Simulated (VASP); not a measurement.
# Ti12H (a cell with a defect) in VASP: notebook

The runs below take Ti12H (a cell with a defect) through single point, with PBE+D3(BJ).

Program: VASP 6.6.1. These are calculated values, not measurements. Logs are shortened: lines on timing, memory, paths and dates and some standing lists are left out, and cuts for length are marked.

## (1) The cell of the first run

The cell holds a defect, 13 atoms: a = 5.900 Å, b = 8.850 Å, c = 4.685 Å, α = 90.00°, β = 90.00°, γ = 120.00°.

## (2) Single point, PBE+D3(BJ)

The input, INCAR:

```
PREC = Accurate
ENCUT = 520
EDIFF = 1E-6
ISMEAR = 0
SIGMA = 0.05
LREAL = F
LASPH = T
NELM = 80
ALGO = Normal
ISIF = 2
LWAVE = F
LCHARG = T
GGA = PE
IVDW = 12
LELF = T
LVHAR = T
NBANDS = 84
```

The input, KPOINTS:

```
regular mesh
0
Gamma
  3 2 4
```

The input, POSCAR:

```
Ti12H
1.0
    5.9000000000      0.0000000000      0.0000000000
   -4.4250000000      7.6643250000      0.0000000000
    0.0000000000      0.0000000000      4.6846000000
Ti H
12 1
Direct
    0.0013145112      0.0003409302      0.0051334159
    0.1639583403      0.2191295385      0.5009339111
    0.0056585759      0.3312722255      0.0014633053
    0.1744373665      0.5584143418      0.4961736328
    0.0033456651      0.6708843897     -0.0042340862
    0.1675025595      0.8898165200      0.4972524869
    0.4995319292     -0.0006116651      0.0036092729
    0.6634154433      0.2180793481      0.5047803441
    0.4927585875      0.3309054613      0.0047837596
    0.6612928068      0.5579978667      0.4995141528
    0.5031260142      0.6701271149      0.0002467660
    0.6657124427      0.8889011100      0.4959909064
    0.8337602871      0.4447933771      0.7509979507
```

Potentials or basis: VASP PAW PBE potentials, release 64 (Ti_sv, H).

Run with:

```console
$ cat potpaw_PBE.64/Ti_sv/POTCAR potpaw_PBE.64/H/POTCAR > POTCAR
$ mpirun -np 1 vasp_std > vasp.out
```

OUTCAR:

```text
PREC = Accurate
   ENCUT = 520
   EDIFF = 1E-6
   ISMEAR = 0
   LREAL = F
   LASPH = T
   NELM = 80
   ISIF = 2
   GGA = PE
   IVDW = 12
 IVDW          = 12

 ion  position               nearest neighbor table
   1  0.001  0.000  0.005-   6 2.86   2 2.86  12 2.87   2 2.90   9 2.91   3 2.92
   2  0.164  0.219  0.501-   1 2.86   9 2.87   3 2.87   3 2.88   1 2.90   9 2.90
   3  0.006  0.331  0.001-   2 2.87   9 2.88   2 2.88   4 2.90   8 2.91   1 2.92
   4  0.174  0.558  0.496-  11 2.87  10 2.87  11 2.90   3 2.90  12 2.91   5 2.91   5 2.92
   5  0.003  0.671  0.996-   6 2.88   6 2.89  10 2.91   4 2.91   4 2.92   7 2.92
   6  0.168  0.890  0.497-   1 2.86   7 2.87   5 2.88   5 2.89   8 2.92   7 2.92
   7  0.500  0.999  0.004-  12 2.86   6 2.87   8 2.88   8 2.88   6 2.92   5 2.92  12 2.92
   8  0.663  0.218  0.505-   7 2.88   7 2.88   3 2.91   6 2.92   9 2.92   9 2.92  12 2.92
   9  0.493  0.331  0.005-   2 2.87   3 2.88   2 2.90  10 2.90   1 2.91   8 2.92   8 2.92
  10  0.661  0.558  0.500-  11 2.87   4 2.87  11 2.88   9 2.90   5 2.91  12 2.92
  11  0.503  0.670  0.000-  12 2.86   4 2.87  10 2.87  10 2.88  12 2.90   4 2.90
  12  0.666  0.889  0.496-   7 2.86  11 2.86   1 2.87  11 2.90   4 2.91  10 2.92   8 2.92   7 2.92

  13  0.834  0.445  0.751-

  LATTYP: Found a simple monoclinic cell.
 ALAT       =     5.9000000000
 B/A-ratio  =     0.7940000000
 C/A-ratio  =     1.3228756849
 COS(beta)  =    -0.1889822323

  Lattice vectors:

 A1 = (   5.9000000000,   0.0000000000,   0.0000000000)
 A2 = (   0.0000000000,   0.0000000000,   4.6846000000)
 A3 = (  -1.4750000000,  -7.6643250000,   0.0000000000)

Analysis of symmetry for initial positions (statically):
=====================================================================
 Subroutine PRICEL returns:
 Original cell was already a primitive cell.

 Routine SETGRP: Setting up the symmetry group for a
 simple monoclinic supercell.

 Subroutine GETGRP returns: Found  1 space group operations
 (whereof  1 operations were pure point group operations)
 out of a pool of  4 trial point group operations.

The static configuration has the point symmetry C_1 .

Analysis of symmetry for dynamics (positions and initial velocities):
=====================================================================
 Subroutine PRICEL returns:
 Original cell was already a primitive cell.

 Routine SETGRP: Setting up the symmetry group for a
 simple monoclinic supercell.

[... 147 lines left out ...]
   EMIN   =  10.00;   EMAX   =-10.00  energy-range for DOS
   EFERMI =   0.00;   METHOD = LEGACY
   ISMEAR =     0;   SIGMA  =   0.05  broadening in eV -4-tet -1-fermi 0-gaus
   EFERMI_NEDOS =   21; number of points for ismear=-14 and -15
   IALGO  =     38    algorithm
   IMIX   =      4    mixing-type and parameters
     AMIX     =   0.40;   BMIX     =  1.00
     AMIX_MAG =   1.60;   BMIX_MAG =  1.00
  volume/ion in A,a.u.               =      16.30       109.96
  Fermi-wavevector in a.u.,A,eV,Ry     =   1.442773  2.726446 28.321806  2.081594
  Thomas-Fermi vector in A             =   2.561256
   LORBIT       =      0    0 simple, 1 ext, 2 COOP (PROOUT), +10 PAW based schemes
   GGA     = PE    functional components
   LHFCALC =     F    Hartree Fock is set to
   AEXX    =    0.0000 exact exchange contribution
   IVDW    =    12    specifies the selected vdW correction
   LEPSILON=     F    determine dielectric tensor
   LRPA    =     F    only Hartree local field effects (RPA)
 non-spin polarized calculation
 Gauss-broadening in eV      SIGMA  =   0.05
  energy-cutoff  :      520.00
  volume of cell :      211.84
 maximum number of plane-waves:      5706
 NGX is ok and might be reduce to    48
   NGX = 21   NGY = 33   NGZ = 17

 number of electron     145.0000000 magnetization

 Free energy of the ion-electron system (eV)
  ---------------------------------------------------
  ext. energy  EPLUGINS =         0.00000000
  ---------------------------------------------------
  free energy    TOTEN  =       -97.76922500 eV

  energy without entropy =      -97.74625325  energy(sigma->0) =      -97.75773912

 E-fermi :   8.2903     XC(G=0): -11.4759

 val. band max:        8.2871029655   @ k =   0.0000   0.0000   0.5000
 cond. band min:       8.3024046754   @ k =   0.3333   0.5000   0.5000
 fundamental gap:      0.0153017099
 Fermi energy:         8.2902676826

 k-point     1 :       0.0000    0.0000    0.0000
  band No.  band energies     occupation
      1     -48.6331      2.00000
      2     -48.5698      2.00000
      3     -48.5425      2.00000
      4     -48.5403      2.00000
      5     -48.5293      2.00000
      6     -48.5227      2.00000
[... 1207 lines left out ...]
     83       8.7489      0.00000
     84       8.7539      0.00000

------------------------ aborting loop because EDIFF is reached ----------------------------------------

 Edisp (eV)   -7.28487

 E8    (eV) :    -3.4268

  FORCE on cell =-STRESS in cart. coord.  units (eV):
  Direction    XX          YY          ZZ          XY          YZ          ZX
  --------------------------------------------------------------------------------------
  -------------------------------------------------------------------------------------
  Total      -8.95734    -9.05750    -8.60814    -0.25656    -0.28704    -0.04720
  in kB     -67.74716   -68.50475   -65.10605    -1.94044    -2.17099    -0.35702
  external pressure =      -67.12 kB  Pullay stress =        0.00 kB

 VOLUME and BASIS-vectors are now :
 -----------------------------------------------------------------------------
  energy-cutoff  :      520.00
  volume of cell :      211.84
      direct lattice vectors                 reciprocal lattice vectors
     5.900000000  0.000000000  0.000000000     0.169491525  0.097855976  0.000000000
    -4.425000000  7.664325000  0.000000000     0.000000000  0.130474634  0.000000000
     0.000000000  0.000000000  4.684600000     0.000000000  0.000000000  0.213465397

 POSITION                                       TOTAL-FORCE (eV/Angst)
 -----------------------------------------------------------------------------------
      0.00625      0.00261      0.02405         0.000023     -0.003352      0.009820
     -0.00229      1.67948      2.34667         0.002566     -0.006308     -0.003319
     -1.43249      2.53898      0.00686         0.012122     -0.002627      0.013074
     -1.44180      4.27987      2.32438         0.005270      0.001855     -0.020148
     -2.94892      5.14188      4.66476         0.003849      0.001220      0.002775
     -2.94917      6.81984      2.32943        -0.004046     -0.004988     -0.017596
     -1.47505      7.65964      0.01691         0.002350      0.002319      0.016518
      2.94915      1.67143      2.36469        -0.002512      0.012470      0.006698
      1.44302      2.53617      0.02241        -0.009021     -0.005480      0.021575
      1.43249      4.27668      2.34002        -0.007608      0.000209     -0.011664
      0.00313      5.13607      0.00116        -0.003315      0.006551      0.000435
     -0.00568      6.81283      2.32352         0.001901      0.003728     -0.010015
      2.95098      3.40904      3.51812        -0.001579     -0.005596     -0.008153
 -----------------------------------------------------------------------------------
    total drift:                               -0.001113      0.000375      0.000182

  FREE ENERGIE OF THE ION-ELECTRON SYSTEM (eV)
  ---------------------------------------------------
  free  energy   TOTEN  =      -105.0540916740 eV

  energy  without entropy=     -105.0311199197  energy(sigma->0) =     -105.04260580
```

OSZICAR:

```text
N       E                     dE             d eps       ncg     rms          rms(c)
DAV:   1     0.216888212682E+04    0.21689E+04   -0.71536E+04  2352   0.215E+03
DAV:   2     0.210035982325E+03   -0.19588E+04   -0.19299E+04  2352   0.688E+02
[... 12 lines left out ...]
DAV:  15    -0.977692303110E+02    0.37714E-04   -0.18103E-03  3136   0.344E-01    0.383E-02
DAV:  16    -0.977692434058E+02   -0.13095E-04   -0.37762E-04  3584   0.143E-01    0.324E-02
DAV:  17    -0.977692301472E+02    0.13259E-04   -0.12239E-04  3120   0.945E-02    0.158E-02
DAV:  18    -0.977692257398E+02    0.44074E-05   -0.25748E-05  3112   0.375E-02    0.123E-02
DAV:  19    -0.977692240941E+02    0.16456E-05   -0.98196E-06  2672   0.288E-02    0.697E-03
DAV:  20    -0.977692249997E+02   -0.90559E-06   -0.21299E-06  1728   0.131E-02
   1 F= -.10505409E+03 E0= -.10504261E+03  d E =-.229718E-01
```

stdout:

```text
POSCAR found type information on POSCAR TiH
 POSCAR found :  2 types and      13 ions
 scaLAPACK will be used
 LDA part: xc-table for (Slater+PW92), standard interpolation
 -----------------------------------------------------------------------------
|                                                                             |
|           W    W    AA    RRRRR   N    N  II  N    N   GGGG   !!!           |
|           W    W   A  A   R    R  NN   N  II  NN   N  G    G  !!!           |
|           W    W  A    A  R    R  N N  N  II  N N  N  G       !!!           |
|           W WW W  AAAAAA  RRRRR   N  N N  II  N  N N  G  GGG   !            |
|           WW  WW  A    A  R   R   N   NN  II  N   NN  G    G                |
|           W    W  A    A  R    R  N    N  II  N    N   GGGG   !!!           |
|                                                                             |
|     Your reciprocal lattice and k-lattice belong to different lattice       |
|     classes:                                                                |
|                                                                             |
|        The reciprocal lattice is simple monoclinic,                         |
|        whereas your k-lattice is hexagonal.                                 |
|                                                                             |
|     Results are often still useful ...                                      |
|                                                                             |
 -----------------------------------------------------------------------------

 POSCAR, INCAR and KPOINTS ok, starting setup
 FFT: planning ... GRIDC
 FFT: planning ... GRID_SOFT
 FFT: planning ... GRID
 WAVECAR not read
 entering main loop
```

It took 3.9 min on 1 thread of Intel Xeon 6975P-C (Granite Rapids), shared host; peak memory 0.43 GiB.

What came out:

```
Free energy                : -105.0541 eV
Pressure                   : -6.7 GPa
Largest force              : 0.024 eV/Å
Band gap on the k mesh     : zero (an odd number of electrons rules out a gap without spin polarisation)
Dispersion energy per atom : -0.560 eV
```

Forces in eV/Å, atoms in the order of the input:
```
Ti   0.000 -0.003  0.010
Ti   0.003 -0.006 -0.003
Ti   0.012 -0.003  0.013
Ti   0.005  0.002 -0.020
Ti   0.004  0.001  0.003
Ti  -0.004 -0.005 -0.018
Ti   0.002  0.002  0.017
Ti  -0.003  0.012  0.007
Ti  -0.009 -0.005  0.022
Ti  -0.008  0.000 -0.012
Ti  -0.003  0.007  0.000
Ti   0.002  0.004 -0.010
H   -0.002 -0.006 -0.008
```

Stress tensor (GPa, compression positive):
```
-6.77 -0.19 -0.04
-0.19 -6.85 -0.22
-0.04 -0.22 -6.51
```

Caveat: the k points lie up to 0.41 Å⁻¹ apart, too coarse for converged energies and pressures of a metal.

(Part 1 of 2 ends here.)
